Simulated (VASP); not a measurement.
Write the native input for VASP 6.6.1 that does the following.

```yaml
Task: single point
Functional: PBE
Dispersion: D3(BJ)
Potentials_or_basis: VASP PAW PBE potentials, release 64 (S, W_sv)
Cutoff: 520 eV
k_mesh: 9 × 9 × 1
Occupations: gaussian, width 0.05 eV
Spin: collinear spin
Starting_moments: "[0.0, 0.0, 2.0, 0.0] μB"
Dipole_correction: yes
Further_INCAR_settings: ALGO = Normal; EDIFF = 1e-06; NBANDS = 28
```

The structure of WS3 lies in POSCAR:

```
WS3
1.0
    3.1595456682      0.0000000000      0.0000000000
   -1.5797728341      2.7362468131      0.0000000000
    0.0000000000      0.0000000000     18.6521287165
S W
3 1
Direct
    0.3333333333      0.6666666666      0.2144527341
    0.3333333333      0.6666666666      0.3834483895
    0.3333333333      1.1666666666      0.5453213117
    0.6666666667      0.3333333334      0.2989505578
```

These files were run (other wordings do the same):

INCAR

```
SYSTEM = WS3
ALGO = Normal
DIPOL = 0.5 0.5 0.361
EDIFF = 1E-6
ENCUT = 520
GGA = PE
IDIPOL = 3
ISIF = 2
ISMEAR = 0
ISPIN = 2
IVDW = 12
LASPH = .True.
LCHARG = .True.
LDIPOL = .True.
LELF = .True.
LMAXMIX = 4
LORBIT = 11
LREAL = .False.
LVACPOTAV = .True.
LVHAR = .True.
LWAVE = .False.
MAGMOM = 0 0 2 0
NBANDS = 28
NELM = 150
PREC = Accurate
SIGMA = 0.05
```

KPOINTS

```
k-points
0
Gamma
  9 9 1
  0 0 0
```

Potentials or basis: VASP PAW PBE potentials, release 64 (S, W_sv).

Command:

```console
$ cat potpaw_PBE.64/S/POTCAR potpaw_PBE.64/W_sv/POTCAR > POTCAR
$ mpirun -np 1 vasp_std > vasp.out
```

It gave:

| Quantity | Value |
| --- | --- |
| Largest force | 0.089 eV/Å |
| Net moment | 0.73 μB per cell |
| Site moments | S +0.00, +0.02, +0.42; W +0.03 μB |
| Valence electrons inside the program's atomic spheres | S 3.72, 3.71, 3.44; W 12.03 |
| Dispersion energy per atom | -0.309 eV |

Caveat: a moment this small can come from the mesh or the smearing.

It took 9.1 min on 1 thread of Intel Xeon 8259CL, with other jobs on the host, peak memory 0.44 GiB.
